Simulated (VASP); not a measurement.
# AlO2 (P4/mmm) in VASP: further runs

The runs below take AlO2 through single point, relaxation of cell and atoms, with PBE.

All numbers are computed with VASP 6.6.1; they aren't measurements. Logs are shortened: lines on timing, memory, paths and dates and some standing lists are left out, and cuts for length are marked.

### Step 1. The cell of the first run

Symmetry: P4/mmm, No. 123, tetragonal system. Conventional cell: a = 2.728 Å, b = 2.728 Å, c = 4.687 Å, α = 90.00°, β = 90.00°, γ = 90.00°. Al (site symmetry 4/mmm) has 4 O at 1.36 Å within 1.8 Å. O (site symmetry mmm) has 2 Al at 1.36 Å within 1.8 Å.

### Step 2. Single point, PBE

INCAR reads:

```
SYSTEM = AlO2
PREC = Accurate
ENCUT = 520
EDIFF = 1E-7
ISMEAR = 0
SIGMA = 0.1
LREAL = .FALSE.
LASPH = .TRUE.
NELM = 60
ALGO = Normal
ISIF = 2
LWAVE = .FALSE.
LCHARG = .TRUE.
GGA = PE
LELF = .TRUE.
LVHAR = .TRUE.
NBANDS = 14
```

KPOINTS reads:

```
Automatic mesh
0
G
  6 6 4
  0 0 0
```

POSCAR reads:

```
AlO2
1.0
    2.7281661300      0.0000000000      0.0000000000
    0.0000000000      2.7281661300      0.0000000000
    0.0000000000      0.0000000000      4.6867952400
Al O
1 2
Direct
    0.5000000000      0.5000000000      0.0000000000
    0.0000000000      0.5000000000      0.0000000000
    0.5000000000      0.0000000000      0.0000000000
```

Potentials or basis: VASP PAW PBE potentials, release 64 (Al, O).

The run is started by

```bash
> cat potpaw_PBE.64/Al/POTCAR potpaw_PBE.64/O/POTCAR > POTCAR
> mpirun -np 1 vasp_std > vasp.out
```

OUTCAR:

```text
SYSTEM = AlO2
   PREC = Accurate
   ENCUT = 520
   EDIFF = 1E-7
   ISMEAR = 0
   LREAL = .FALSE.
   LASPH = .TRUE.
   NELM = 60
   ISIF = 2
   GGA = PE

 ion  position               nearest neighbor table
   1  0.500  0.500  0.000-   2 1.36   3 1.36   3 1.36   2 1.36
   2  0.000  0.500  0.000-   1 1.36   1 1.36   3 1.93   3 1.93   3 1.93   3 1.93
   3  0.500  0.000  0.000-   1 1.36   1 1.36   2 1.93   2 1.93   2 1.93   2 1.93

  LATTYP: Found a simple tetragonal cell.
 ALAT       =     2.7281661300
 C/A-ratio  =     1.7179288272

  Lattice vectors:

 A1 = (   2.7281661300,   0.0000000000,   0.0000000000)
 A2 = (   0.0000000000,   2.7281661300,   0.0000000000)
 A3 = (   0.0000000000,   0.0000000000,   4.6867952400)

Analysis of symmetry for initial positions (statically):
=====================================================================
 Subroutine PRICEL returns:
 Original cell was already a primitive cell.

 Routine SETGRP: Setting up the symmetry group for a
 simple tetragonal supercell.

 Subroutine GETGRP returns: Found 16 space group operations
 (whereof 16 operations were pure point group operations)
 out of a pool of 16 trial point group operations.

The static configuration has the point symmetry D_4h.

Analysis of symmetry for dynamics (positions and initial velocities):
=====================================================================
 Subroutine PRICEL returns:
 Original cell was already a primitive cell.

 Routine SETGRP: Setting up the symmetry group for a
 simple tetragonal supercell.

 Subroutine GETGRP returns: Found 16 space group operations
 (whereof 16 operations were pure point group operations)
 out of a pool of 16 trial point group operations.

The dynamic configuration has the point symmetry D_4h.

 Subroutine INISYM returns: Found 16 space group operations
 (whereof 16 operations are pure point group operations),
 and found     1 'primitive' translations

----------------------------------------------------------------------------------------

                                     Primitive cell

  volume of cell :      34.8833

  direct lattice vectors                    reciprocal lattice vectors
     2.728166130  0.000000000  0.000000000     0.366546593  0.000000000  0.000000000
     0.000000000  2.728166130  0.000000000     0.000000000  0.366546593  0.000000000
     0.000000000  0.000000000  4.686795240     0.000000000  0.000000000  0.213365413

  length of vectors
     2.728166130  2.728166130  4.686795240     0.366546593  0.366546593  0.213365413

  position of ions in fractional coordinates (direct lattice)
     0.500000000  0.500000000  0.000000000
     0.000000000  0.500000000  0.000000000
     0.500000000  0.000000000  0.000000000

  ion indices of the primitive-cell ions
   primitive index   ion index
                 1           1
                 2           2
                 3           3

----------------------------------------------------------------------------------------

 KPOINTS: Automatic mesh

Automatic generation of k-mesh.
 Grid dimensions read from file:
 generate k-points for:    6    6    4

 Generating k-lattice:

  Cartesian coordinates                     Fractional coordinates (reciprocal lattice)
     0.061091099  0.000000000  0.000000000     0.166666667  0.000000000  0.000000000
     0.000000000  0.061091099  0.000000000     0.000000000  0.166666667  0.000000000
     0.000000000  0.000000000  0.053341353     0.000000000  0.000000000  0.250000000

  Length of vectors
     0.061091099  0.061091099  0.053341353

  Shift w.r.t. Gamma in fractional coordinates (k-lattice)
     0.000000000  0.000000000  0.000000000

 Subroutine IBZKPT returns following result:
 ===========================================

 Found     30 irreducible k-points:

 Following reciprocal coordinates:
            Coordinates               Weight
  0.000000  0.000000  0.000000      1.000000
  0.166667  0.000000  0.000000      4.000000
  0.333333  0.000000  0.000000      4.000000
  0.500000  0.000000  0.000000      2.000000
  0.166667  0.166667  0.000000      4.000000
  0.333333  0.166667  0.000000      8.000000
[... 16 lines left out ...]
  0.333333  0.000000  0.500000      4.000000
  0.500000  0.000000  0.500000      2.000000
 [... further k-points ...]
   k-points           NKPTS =     30   k-points in BZ     NKDIM =     30   number of bands    NBANDS=     14
   number of dos      NEDOS =    301   number of ions     NIONS =      3
   total plane-waves  NPLWV =  14400
   dimension x,y,z NGX =    20 NGY =   20 NGZ =   36
   dimension x,y,z NGXF=    40 NGYF=   40 NGZF=   72
   ions per type =               1   2
   NGX,Y,Z   is equivalent  to a cutoff of  12.19, 12.19, 12.77 a.u.
   NGXF,Y,Z  is equivalent  to a cutoff of  24.37, 24.37, 25.54 a.u.
 SYSTEM =  AlO2
   PREC   = accura    normal or accurate (medium, high low for compatibility)
   ISTART =      0    job   : 0-new  1-cont  2-samecut
   ICHARG =      2    charge: 1-file 2-atom 10-const
   ISPIN  =      1    spin polarized calculation?
   LNONCOLLINEAR =      F non collinear calculations
   LSORBIT =      F    spin-orbit coupling
   LASPH  =      T    aspherical Exc in radial PAW
   ENCUT  =  520.0 eV  38.22 Ry    6.18 a.u.   5.07  5.07  8.71*2*pi/ulx,y,z
   NELM   =     60;   NELMIN=  2; NELMDL= -5     # of ELM steps
   EDIFF  = 0.1E-06   stopping-criterion for ELM
   LREAL  =      F    real-space projection
   EDIFFG = 0.1E-05   stopping-criterion for IOM
   NSW    =      0    number of steps for IOM
   IBRION =     -1    ionic relax: 0-MD 1-quasi-New 2-CG
   NFREE  =      0    steps in history (QN), initial steepest desc. (CG)
   ISIF   =      2    stress and relaxation
   ISYM   =      2    0-nonsym 1-usesym 2-fastsym
   POTIM  = 0.5000    time-step for ionic-motion
   TEBEG  =    0.0;   TEEND  =   0.0 temperature during run
   PSTRESS=    0.0 pullay stress
   NELECT =      15.0000    total number of electrons
   NUPDOWN=      -1.0000    fix difference up-down
   EMIN   =  10.00;   EMAX   =-10.00  energy-range for DOS
   EFERMI =   0.00;   METHOD = LEGACY
   ISMEAR =     0;   SIGMA  =   0.10  broadening in eV -4-tet -1-fermi 0-gaus
   EFERMI_NEDOS =   21; number of points for ismear=-14 and -15
   IALGO  =     38    algorithm
   IMIX   =      4    mixing-type and parameters
     AMIX     =   0.40;   BMIX     =  1.00
     AMIX_MAG =   1.60;   BMIX_MAG =  1.00
  volume/ion in A,a.u.               =      11.63        78.47
  Fermi-wavevector in a.u.,A,eV,Ry     =   1.235661  2.335061 20.774170  1.526858
  Thomas-Fermi vector in A             =   2.370301
   LORBIT       =      0    0 simple, 1 ext, 2 COOP (PROOUT), +10 PAW based schemes
   GGA     = PE    functional components
   LHFCALC =     F    Hartree Fock is set to
   AEXX    =    0.0000 exact exchange contribution
   IVDW    =     0    specifies the selected vdW correction
   LEPSILON=     F    determine dielectric tensor
   LRPA    =     F    only Hartree local field effects (RPA)
 non-spin polarized calculation
 Gauss-broadening in eV      SIGMA  =   0.10
  energy-cutoff  :      520.00
  volume of cell :       34.88
 maximum number of plane-waves:       956
   NGX = 11   NGY = 11   NGZ = 17

 number of electron      14.9999997 magnetization

 Free energy of the ion-electron system (eV)
  ---------------------------------------------------
  ext. energy  EPLUGINS =         0.00000000
  ---------------------------------------------------
  free energy    TOTEN  =        -2.68031154 eV

  energy without entropy =       -2.66837867  energy(sigma->0) =       -2.67434510

 E-fermi :   4.3087     XC(G=0):  -8.3488

 val. band max:        4.2887366186   @ k =   0.3333   0.1667   0.5000
 cond. band min:       4.5350931193   @ k =   0.0000   0.0000   0.0000
 fundamental gap:      0.2463565007
 Fermi energy:         4.3086874440

 k-point     1 :       0.0000    0.0000    0.0000
  band No.  band energies     occupation
      1     -19.3476      2.00000
      2     -12.8144      2.00000
      3      -3.7334      2.00000
      4      -3.1607      2.00000
      5      -3.1607      2.00000
      6       2.5172      2.00000
      7       4.5351      0.00137
      8       4.5351      0.00137
      9       4.8744      0.00000
     10      14.1345      0.00000
     11      17.9780      0.00000
     12      20.0201      0.00000
     13      20.0997      0.00000
     14      20.0997      0.00000

 k-point     2 :       0.1667    0.0000    0.0000
  band No.  band energies     occupation
      1     -18.9588      2.00000
      2     -13.2746      2.00000
      3      -3.4085      2.00000
      4      -2.9938      2.00000
      5      -2.8438      2.00000
      6       1.9756      2.00000
      7       3.6404      2.00000
      8       3.7557      2.00000
      9       5.4664      0.00000
     10      14.2213      0.00000
     11      17.2417      0.00000
     12      18.8621      0.00000
     13      20.1324      0.00000
     14      20.5524      0.00000

 k-point     3 :       0.3333    0.0000    0.0000
  band No.  band energies     occupation
      1     -17.8655      2.00000
      2     -14.5425      2.00000
      3      -2.4704      2.00000
      4      -2.3623      2.00000
      5      -1.9117      2.00000
      6       0.6069      2.00000
      7       1.7209      2.00000
      8       2.1202      2.00000
      9       7.0524      0.00000
     10      13.5581      0.00000
     11      14.4455      0.00000
     12      17.6363      0.00000
     13      20.7290      0.00000
     14      21.7512      0.00000
[... 324 lines left out ...]
 k-point    23 :       0.3333    0.0000    0.5000
  band No.  band energies     occupation
      1     -17.8609      2.00000
      2     -14.5404      2.00000
      3      -2.6581      2.00000
      4      -2.3570      2.00000
      5      -1.9101      2.00000
      6       0.5426      2.00000
      7       1.7217      2.00000
      8       2.1377      2.00000
      9       9.1614      0.00000
     10      11.2511      0.00000
     11      13.8951      0.00000
     12      17.7917      0.00000
     13      21.1298      0.00000
     14      21.4461      0.00000

 k-point    24 :       0.5000    0.0000    0.5000
  band No.  band energies     occupation
      1     -16.5082      2.00000
      2     -15.9926      2.00000
      3      -1.7120      2.00000
      4      -1.2599      2.00000
      5      -1.0658      2.00000
      6      -0.7499      2.00000
      7       0.1293      2.00000
      8       1.0374      2.00000
      9      10.6947      0.00000
     10      11.7821      0.00000
     11      12.5786      0.00000
     12      15.8208      0.00000
     13      20.8794      0.00000
     14      22.1994      0.00000

 [... further k-points ...]
[... 5 lines left out ...]
  --------------------------------------------------------------------------------------
  -------------------------------------------------------------------------------------
  Total       77.8663324     77.8663324     -0.0520544      0.0000000      0.0000000      0.0000000
  in kB     3576.3720794   3576.3720794     -2.3908412      0.0000000      0.0000000      0.0000000
  external PRESSURE =    2383.4511059 kB  Pullay stress =       0.0000000 kB

 VOLUME and BASIS-vectors are now :
 -----------------------------------------------------------------------------
  energy-cutoff  :      520.00
  volume of cell :       34.88
      direct lattice vectors                 reciprocal lattice vectors
     2.728166130  0.000000000  0.000000000     0.366546593  0.000000000  0.000000000
     0.000000000  2.728166130  0.000000000     0.000000000  0.366546593  0.000000000
     0.000000000  0.000000000  4.686795240     0.000000000  0.000000000  0.213365413

 POSITION                                       TOTAL-FORCE (eV/Angst)
 -----------------------------------------------------------------------------------
      1.36408      1.36408      0.00000         0.000000      0.000000      0.000000
      0.00000      1.36408      0.00000         0.000000      0.000000      0.000000
      1.36408      0.00000      0.00000         0.000000      0.000000      0.000000
 -----------------------------------------------------------------------------------
    total drift:                                0.000000      0.000000     -0.000000

  FREE ENERGIE OF THE ION-ELECTRON SYSTEM (eV)
  ---------------------------------------------------
  free  energy   TOTEN  =        -2.6803115402 eV

  energy  without entropy=       -2.6683786662  energy(sigma->0) =       -2.67434510
```

Wall time 7.4 s (1 thread of AMD EPYC 9R45 (Zen 5), shared host); peak memory 0.11 GiB.

Results:

```yaml
Free_energy: -2.6803 eV
Pressure: 238.3 GPa
```

Stress tensor (GPa, compression positive):
```
357.64   0.00   0.00
  0.00 357.64   0.00
  0.00   0.00  -0.24
```

Levels at points of the mesh, in eV from the Fermi level:
| k point | band 5 | band 6 | band 7 | band 8 | band 9 | band 10 |
| --- | --- | --- | --- | --- | --- | --- |
| (0.00, 0.00, 0.00) | -7.47 | -1.79 | 0.23 | 0.23 | 0.57 | 9.83 |
| (0.50, 0.00, 0.00) | -5.23 | -5.06 | -4.18 | -3.28 | 4.70 | 6.35 |
| (0.50, 0.50, 0.00) | -4.88 | -4.88 | -2.92 | 2.59 | 7.47 | 8.48 |
| (0.00, 0.00, 0.50) | -7.47 | -1.81 | 0.23 | 0.23 | 3.21 | 5.01 |
| (0.50, 0.00, 0.50) | -5.37 | -5.06 | -4.18 | -3.27 | 6.39 | 7.47 |
| (0.50, 0.50, 0.50) | -4.93 | -4.93 | -2.92 | 2.59 | 6.09 | 9.42 |

Caveat: the k points lie up to 0.38 Å⁻¹ apart; an odd number of electrons without spin polarisation forces a metal; a magnetic or distorted state may lie lower.

### Step 3. Relaxation of cell and atoms, PBE

INCAR reads:

```
ALGO = Normal ; EDIFF = 1E-6
EDIFFG = -0.04 ; ENCUT = 600
GGA = PE ; IBRION = 2
ISIF = 3 ; ISMEAR = 0
LASPH = True ; LCHARG = False
LREAL = False ; LWAVE = False
NELM = 100 ; NSW = 90
PREC = Accurate ; SIGMA = 0.1
```

KPOINTS reads:

```
k-points
0
Gamma
  6 6 4
```

POSCAR is that of step 2.

Potentials or basis: VASP PAW PBE potentials, release 64 (Al, O).

The run is started by

```bash
> cat potpaw_PBE.64/Al/POTCAR potpaw_PBE.64/O/POTCAR > POTCAR
> mpirun -np 1 vasp_std > vasp.out
```

It took 59 s on 1 thread of AMD EPYC 9R45 (Zen 5), shared host; peak memory 0.13 GiB.

It converged, with:

```
Free energy                            : -18.5520 eV
Relaxed volume                         : 18.55 Å³/atom
Relaxed cell                           : a = 3.486 Å, b = 3.486 Å, c = 4.578 Å, α = 90.00°, β = 90.00°, γ = 90.00°
Space group after relaxing (to 0.05 Å) : P4/mmm (No. 123)
Energy gained by relaxing              : 5286.5 meV/atom
Ionic steps                            : 17
Pressure after relaxing                : -0.2 GPa
```

Stress tensor (GPa, compression positive):
```
-0.08  0.00  0.00
 0.00 -0.08  0.00
 0.00  0.00 -0.30
```

The path:
```
step  energy change (eV)  largest force (eV/Å)  pressure (GPa)  volume (Å³)
   1              0.0000                0.0000          238.04        34.88
   2             27.3962                0.0000          -49.61       176.46
   3            -11.9727                0.0000          -32.57        78.04
   4            -14.8180                0.0000          -20.70        66.64
   5            -15.8381                0.0000            3.40        55.79
   6            -15.8557                0.0000           -0.77        57.12
   7            -15.8551                0.0000            0.75        56.62
   8            -15.8555                0.0000            0.74        56.51
   9            -15.8565                0.0000            0.73        56.18
  10            -15.8569                0.0000            0.55        56.23
  11            -15.8576                0.0000            0.00        56.38
  12            -15.8577                0.0000           -0.17        56.43
  13            -15.8577                0.0000           -0.18        56.41
  14            -15.8578                0.0000           -0.17        56.36
  15            -15.8581                0.0000           -0.16        56.26
  16            -15.8586                0.0000           -0.16        56.05
  17            -15.8595                0.0000           -0.15        55.64
```

Final structure:
```xyz
3
Lattice="3.4864 0.0000 0.0000 0.0000 3.4864 0.0000 0.0000 0.0000 4.5778" Properties=species:S:1:pos:R:3 pbc="T T T"
Al    1.7432    1.7432    0.0000
O     0.0000    1.7432    0.0000
O     1.7432    0.0000    0.0000
```

Levels at points of the mesh, in eV from the Fermi level:
```csv
k point,band 3,band 4,band 5,band 6,band 7,band 8,band 9,band 10,band 11
"(0.00, 0.00, 0.00)",-4.63,-4.63,-3.04,-0.41,-0.07,-0.07,3.01,9.59,9.84
"(0.50, 0.00, 0.00)",-4.58,-3.92,-1.84,-1.66,-1.52,-1.36,5.39,7.81,8.59
"(0.50, 0.50, 0.00)",-7.09,-3.97,-1.70,-1.52,-1.52,1.16,6.80,7.36,9.85
"(0.00, 0.00, 0.50)",-4.62,-4.62,-3.42,-0.46,-0.06,-0.06,5.76,5.78,12.14
"(0.50, 0.00, 0.50)",-4.54,-3.91,-2.08,-1.83,-1.49,-1.35,6.14,8.04,8.68
"(0.50, 0.50, 0.50)",-7.06,-3.94,-1.70,-1.65,-1.65,1.16,5.11,9.77,10.11
```

Caveat: the k points lie up to 0.34 Å⁻¹ apart in the final cell; the volume moved by over 15 % at a fixed basis, so the end points are rough; an odd number of electrons without spin polarisation forces a metal; a magnetic or distorted state may lie lower.
